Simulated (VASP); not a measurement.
Input of a VASP 6.6.1 run:

File INCAR:

```
SYSTEM = Au2S3
PREC = Accurate
ENCUT = 520
EDIFF = 1E-7
ISMEAR = 0
SIGMA = 0.1
LREAL = .FALSE.
LASPH = .TRUE.
NELM = 150
ALGO = Normal
ISIF = 2
LWAVE = .FALSE.
LCHARG = .TRUE.
ISPIN = 2
MAGMOM = 0 0 0 1 1
LORBIT = 11
LMAXMIX = 4
GGA = PE
IVDW = 12
LELF = .TRUE.
LVHAR = .TRUE.
NBANDS = 32
```

KPOINTS

```
Automatic mesh
0
G
  6 6 2
  0 0 0
```

The input POSCAR:

```
Au2S3
1.0
    3.6697144970      0.0000000000      0.0000000000
   -1.8348572485      3.1780659791      0.0000000000
    0.0000000000      0.0000000000      8.0067523640
S Au
3 2
Direct
    0.0000000000      0.0000000000      0.0000000000
    0.3333333333      0.6666666667      0.3489092691
    0.6666666667      0.3333333333      0.6510907309
    0.6666666667      0.3333333333      0.1940565335
    0.3333333333      0.6666666667      0.8059434665
```

Potentials or basis: VASP PAW PBE potentials, release 64 (S, Au).

The run is started by

```sh
$ cat potpaw_PBE.64/S/POTCAR potpaw_PBE.64/Au/POTCAR > POTCAR
$ mpirun -np 1 vasp_std > vasp.out
```

(1) Predict the dispersion energy per atom.

(2) Estimate the pressure.

Results:

(1) -0.431 eV.

(2) -0.2 GPa.

Caveat: the k points lie up to 0.39 Å⁻¹ apart, too coarse for converged energies and pressures of a metal.
